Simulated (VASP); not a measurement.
# Cs (Fm-3m) in VASP: single point with PBE

Aim: the single point of Cs with PBE.

Everything below comes from runs of VASP 6.6.1. Logs are shortened: lines on timing, memory, paths and dates and some standing lists are left out, and cuts for length are marked.

**1. The cell of the first run**

It takes space group Fm-3m (No. 225, cubic). The conventional cell has a = 7.345 Å, b = 7.345 Å, c = 7.345 Å, α = 90.00°, β = 90.00°, γ = 90.00°.

This isn't the form of Cs at room conditions, which is bcc.

**2. Single point, PBE (99.07 Å³/atom)**

Contents of INCAR:

```
SYSTEM = Cs
ALGO = Normal
EDIFF = 1E-6
ENCUT = 520
GGA = PE
ISIF = 2
ISMEAR = -1
LASPH = .TRUE.
LCHARG = .FALSE.
LREAL = .FALSE.
LWAVE = .FALSE.
NBANDS = 10
NELM = 80
PREC = Accurate
SIGMA = 0.05
```

Contents of KPOINTS:

```
k-points
0
G
  10 10 10
  0 0 0
```

Contents of POSCAR:

```
Cs
1.0
    0.0000000000      3.6725340175      3.6725340175
    3.6725340175      0.0000000000      3.6725340175
    3.6725340175      3.6725340175      0.0000000000
Cs
1
Direct
    0.0000000000      0.0000000000      0.0000000000
```

Potentials or basis: VASP PAW PBE potentials, release 64 (Cs_sv).

Launch:

```
cat potpaw_PBE.64/Cs_sv/POTCAR > POTCAR
mpirun -np 1 vasp_std > vasp.out
```

OUTCAR:

```text
SYSTEM = Cs
   EDIFF = 1E-6
   ENCUT = 520
   GGA = PE
   ISIF = 2
   ISMEAR = -1
   LASPH = .TRUE.
   LREAL = .FALSE.
   NELM = 80
   PREC = Accurate

 ion  position               nearest neighbor table
   1  0.000  0.000  0.000-

  LATTYP: Found a face centered cubic cell.
 ALAT       =     7.3450680350

  Lattice vectors:

 A1 = (   0.0000000000,   3.6725340175,   3.6725340175)
 A2 = (   3.6725340175,   0.0000000000,   3.6725340175)
 A3 = (   3.6725340175,   3.6725340175,   0.0000000000)

Analysis of symmetry for initial positions (statically):
=====================================================================
 Subroutine PRICEL returns:
 Original cell was already a primitive cell.

 Routine SETGRP: Setting up the symmetry group for a
 face centered cubic supercell.

 Subroutine GETGRP returns: Found 48 space group operations
 (whereof 48 operations were pure point group operations)
 out of a pool of 48 trial point group operations.

The static configuration has the point symmetry O_h .

Analysis of symmetry for dynamics (positions and initial velocities):
=====================================================================
 Subroutine PRICEL returns:
 Original cell was already a primitive cell.

 Routine SETGRP: Setting up the symmetry group for a
 face centered cubic supercell.

 Subroutine GETGRP returns: Found 48 space group operations
 (whereof 48 operations were pure point group operations)
 out of a pool of 48 trial point group operations.

The dynamic configuration has the point symmetry O_h .

 Subroutine INISYM returns: Found 48 space group operations
 (whereof 48 operations are pure point group operations),
 and found     1 'primitive' translations

----------------------------------------------------------------------------------------

                                     Primitive cell

  volume of cell :      99.0666

  direct lattice vectors                    reciprocal lattice vectors
     0.000000000  3.672534017  3.672534017    -0.136145778  0.136145778  0.136145778
     3.672534017  0.000000000  3.672534017     0.136145778 -0.136145778  0.136145778
     3.672534017  3.672534017  0.000000000     0.136145778  0.136145778 -0.136145778

  length of vectors
     5.193747416  5.193747416  5.193747416     0.235811404  0.235811404  0.235811404

  position of ions in fractional coordinates (direct lattice)
     0.000000000  0.000000000  0.000000000

  ion indices of the primitive-cell ions
   primitive index   ion index
                 1           1

----------------------------------------------------------------------------------------

 KPOINTS: k-points

Automatic generation of k-mesh.
 Grid dimensions read from file:
 generate k-points for:   10   10   10

 Generating k-lattice:

  Cartesian coordinates                     Fractional coordinates (reciprocal lattice)
    -0.013614578  0.013614578  0.013614578     0.100000000  0.000000000  0.000000000
     0.013614578 -0.013614578  0.013614578     0.000000000  0.100000000  0.000000000
     0.013614578  0.013614578 -0.013614578     0.000000000  0.000000000  0.100000000

  Length of vectors
     0.023581140  0.023581140  0.023581140

  Shift w.r.t. Gamma in fractional coordinates (k-lattice)
     0.000000000  0.000000000  0.000000000

 Subroutine IBZKPT returns following result:
 ===========================================

 Found     47 irreducible k-points:

 Following reciprocal coordinates:
            Coordinates               Weight
  0.000000  0.000000  0.000000      1.000000
  0.100000  0.000000  0.000000      8.000000
  0.200000  0.000000  0.000000      8.000000
  0.300000  0.000000  0.000000      8.000000
  0.400000  0.000000  0.000000      8.000000
  0.500000  0.000000  0.000000      4.000000
[... 16 lines left out ...]
  0.300000  0.300000  0.000000      6.000000
  0.400000  0.300000  0.000000     24.000000
 [... further k-points ...]
   k-points           NKPTS =     47   k-points in BZ     NKDIM =     47   number of bands    NBANDS=     10
   number of dos      NEDOS =    301   number of ions     NIONS =      1
   total plane-waves  NPLWV =  64000
   dimension x,y,z NGX =    40 NGY =   40 NGZ =   40
   dimension x,y,z NGXF=    80 NGYF=   80 NGZF=   80
   ions per type =               1
   NGX,Y,Z   is equivalent  to a cutoff of  12.80, 12.80, 12.80 a.u.
   NGXF,Y,Z  is equivalent  to a cutoff of  25.61, 25.61, 25.61 a.u.
 SYSTEM =  Cs
   PREC   = accura    normal or accurate (medium, high low for compatibility)
   ISTART =      0    job   : 0-new  1-cont  2-samecut
   ICHARG =      2    charge: 1-file 2-atom 10-const
   ISPIN  =      1    spin polarized calculation?
   LNONCOLLINEAR =      F non collinear calculations
   LSORBIT =      F    spin-orbit coupling
   LASPH  =      T    aspherical Exc in radial PAW
   ENCUT  =  520.0 eV  38.22 Ry    6.18 a.u.   9.66  9.66  9.66*2*pi/ulx,y,z
   NELM   =     80;   NELMIN=  2; NELMDL= -5     # of ELM steps
   EDIFF  = 0.1E-05   stopping-criterion for ELM
   LREAL  =      F    real-space projection
   EDIFFG = 0.1E-04   stopping-criterion for IOM
   NSW    =      0    number of steps for IOM
   IBRION =     -1    ionic relax: 0-MD 1-quasi-New 2-CG
   NFREE  =      0    steps in history (QN), initial steepest desc. (CG)
   ISIF   =      2    stress and relaxation
   ISYM   =      2    0-nonsym 1-usesym 2-fastsym
   POTIM  = 0.5000    time-step for ionic-motion
   TEBEG  =    0.0;   TEEND  =   0.0 temperature during run
   PSTRESS=    0.0 pullay stress
   NELECT =       9.0000    total number of electrons
   NUPDOWN=      -1.0000    fix difference up-down
   EMIN   =  10.00;   EMAX   =-10.00  energy-range for DOS
   EFERMI =   0.00;   METHOD = LEGACY
   ISMEAR =    -1;   SIGMA  =   0.05  broadening in eV -4-tet -1-fermi 0-gaus
   EFERMI_NEDOS =   21; number of points for ismear=-14 and -15
   IALGO  =     38    algorithm
   IMIX   =      4    mixing-type and parameters
     AMIX     =   0.40;   BMIX     =  1.00
     AMIX_MAG =   1.60;   BMIX_MAG =  1.00
  volume/ion in A,a.u.               =      99.07       668.53
  Fermi-wavevector in a.u.,A,eV,Ry     =   0.735947  1.390738  7.369159  0.541618
  Thomas-Fermi vector in A             =   1.829267
   LORBIT       =      0    0 simple, 1 ext, 2 COOP (PROOUT), +10 PAW based schemes
   GGA     = PE    functional components
   LHFCALC =     F    Hartree Fock is set to
   AEXX    =    0.0000 exact exchange contribution
   IVDW    =     0    specifies the selected vdW correction
   LEPSILON=     F    determine dielectric tensor
   LRPA    =     F    only Hartree local field effects (RPA)
 non-spin polarized calculation
  energy-cutoff  :      520.00
  volume of cell :       99.07
 maximum number of plane-waves:      2701
   NGX = 19   NGY = 19   NGZ = 19

 number of electron       8.9999999 magnetization

 Free energy of the ion-electron system (eV)
  ---------------------------------------------------
  ext. energy  EPLUGINS =         0.00000000
  ---------------------------------------------------
  free energy    TOTEN  =        -0.83258550 eV

  energy without entropy =       -0.82031609  energy(sigma->0) =       -0.82645080

 E-fermi :   0.8485     XC(G=0):  -5.7963

 val. band max:        0.8261110986   @ k =   0.4000   0.4000   0.0000
 cond. band min:       0.8524366171   @ k =   0.5000   0.1000   0.0000
 fundamental gap:      0.0263255185
 Fermi energy:         0.8484890354

 k-point     1 :       0.0000    0.0000    0.0000
  band No.  band energies     occupation
      1     -22.9237      2.00000
      2      -9.6384      2.00000
      3      -9.6384      2.00000
      4      -9.6384      2.00000
      5      -0.9728      2.00000
      6       3.3834      0.00000
      7       3.3834      0.00000
      8       3.3834      0.00000
      9       4.6282      0.00000
     10       4.6282      0.00000

 k-point     2 :       0.1000    0.0000    0.0000
  band No.  band energies     occupation
      1     -22.9225      2.00000
      2      -9.6610      2.00000
      3      -9.6413      2.00000
      4      -9.6413      2.00000
      5      -0.8508      2.00000
      6       3.1649      0.00000
      7       3.4398      0.00000
      8       3.4398      0.00000
      9       4.5199      0.00000
     10       4.5199      0.00000

 k-point     3 :       0.2000    0.0000    0.0000
  band No.  band energies     occupation
      1     -22.9194      2.00000
      2      -9.7188      2.00000
      3      -9.6488      2.00000
      4      -9.6488      2.00000
      5      -0.5068      2.00000
      6       2.7322      0.00000
      7       3.5104      0.00000
      8       3.5104      0.00000
      9       4.4332      0.00000
     10       4.4332      0.00000

 k-point     4 :       0.3000    0.0000    0.0000
  band No.  band energies     occupation
      1     -22.9155      2.00000
      2      -9.7881      2.00000
      3      -9.6580      2.00000
      4      -9.6580      2.00000
      5      -0.0100      2.00000
      6       2.3091      0.00000
      7       3.4160      0.00000
      8       3.4160      0.00000
      9       4.7078      0.00000
     10       4.7078      0.00000

 k-point     5 :       0.4000    0.0000    0.0000
  band No.  band energies     occupation
      1     -22.9124      2.00000
      2      -9.8426      2.00000
      3      -9.6653      2.00000
      4      -9.6653      2.00000
      5       0.5072      1.99783
      6       1.9618      0.00000
      7       3.2761      0.00000
      8       3.2761      0.00000
      9       5.2246      0.00000
     10       5.2246      0.00000

 k-point     6 :       0.5000    0.0000    0.0000
  band No.  band energies     occupation
      1     -22.9112      2.00000
      2      -9.8631      2.00000
      3      -9.6682      2.00000
      4      -9.6682      2.00000
      5       0.7729      1.63867
      6       1.7876      0.00000
      7       3.2198      0.00000
      8       3.2198      0.00000
      9       5.5530      0.00000
     10       5.5570      0.00000
[... 183 lines left out ...]
 k-point    21 :      -0.3000    0.2000    0.0000
  band No.  band energies     occupation
      1     -22.9113      2.00000
      2      -9.8103      2.00000
      3      -9.7220      2.00000
      4      -9.6683      2.00000
      5       0.7132      1.87466
      6       2.1096      0.00000
      7       2.5752      0.00000
      8       3.6156      0.00000
      9       4.5240      0.00000
     10       5.6476      0.00000

 k-point    22 :      -0.2000    0.2000    0.0000
  band No.  band energies     occupation
      1     -22.9142      2.00000
      2      -9.7771      2.00000
      3      -9.7007      2.00000
      4      -9.6568      2.00000
      5       0.1803      2.00000
      6       2.3748      0.00000
      7       2.8513      0.00000
      8       3.7523      0.00000
      9       4.0488      0.00000
     10       5.3509      0.00000

 k-point    23 :       0.3000    0.3000    0.0000
  band No.  band energies     occupation
      1     -22.9128      2.00000
      2      -9.7808      2.00000
      3      -9.6913      2.00000
      4      -9.6913      2.00000
      5       0.2767      1.99998
      6       2.1723      0.00000
      7       2.7977      0.00000
      8       4.1403      0.00000
      9       4.1403      0.00000
     10       5.1778      0.00000

 k-point    24 :       0.4000    0.3000    0.0000
  band No.  band energies     occupation
      1     -22.9104      2.00000
      2      -9.8099      2.00000
      3      -9.7075      2.00000
      4      -9.7003      2.00000
      5       0.6509      1.96228
      6       2.0195      0.00000
      7       2.5550      0.00000
      8       4.2429      0.00000
      9       4.4971      0.00000
     10       5.4633      0.00000

 [... further k-points ...]

------------------------ aborting loop because EDIFF is reached ----------------------------------------

  FORCE on cell =-STRESS in cart. coord.  units (eV):
  Direction    XX          YY          ZZ          XY          YZ          ZX
  --------------------------------------------------------------------------------------
  -------------------------------------------------------------------------------------
  Total        0.2743241      0.2743241      0.2743241     -0.0000000      0.0000000     -0.0000000
  in kB        4.4365678      4.4365678      4.4365678     -0.0000000      0.0000000     -0.0000000
  external PRESSURE =       4.4365678 kB  Pullay stress =       0.0000000 kB

 VOLUME and BASIS-vectors are now :
 -----------------------------------------------------------------------------
  energy-cutoff  :      520.00
  volume of cell :       99.07
      direct lattice vectors                 reciprocal lattice vectors
     0.000000000  3.672534017  3.672534017    -0.136145778  0.136145778  0.136145778
     3.672534017  0.000000000  3.672534017     0.136145778 -0.136145778  0.136145778
     3.672534017  3.672534017  0.000000000     0.136145778  0.136145778 -0.136145778

 POSITION                                       TOTAL-FORCE (eV/Angst)
 -----------------------------------------------------------------------------------
      0.00000      0.00000      0.00000         0.000000      0.000000     -0.000000
 -----------------------------------------------------------------------------------
    total drift:                               -0.000000     -0.000000     -0.000000

  FREE ENERGIE OF THE ION-ELECTRON SYSTEM (eV)
  ---------------------------------------------------
  free  energy   TOTEN  =        -0.8325855049 eV

  energy  without entropy=       -0.8203160883  energy(sigma->0) =       -0.82645080
```

Run time: 23 s. Hardware: 1 thread of Intel Xeon 6975P-C (Granite Rapids), shared host; peak memory 0.24 GiB.

Results:

- Free energy: -0.8326 eV
- Pressure: 0.4 GPa
- Band gap on the k mesh: zero (an odd number of electrons rules out a gap without spin polarisation)

Levels at points of the mesh, in eV from the Fermi level:
```tsv
k point	band 2	band 3	band 4	band 5	band 6	band 7	band 8	band 9
(0.00, 0.00, 0.00)	-10.49	-10.49	-10.49	-1.82	2.53	2.53	2.53	3.78
(0.50, 0.00, 0.00)	-10.71	-10.52	-10.52	-0.08	0.94	2.37	2.37	4.70
(0.50, 0.50, 0.00)	-10.70	-10.57	-10.57	0.16	0.95	1.71	4.50	4.50
```

Caveat: spin-orbit coupling is left out, which moves the levels of the heavy elements.
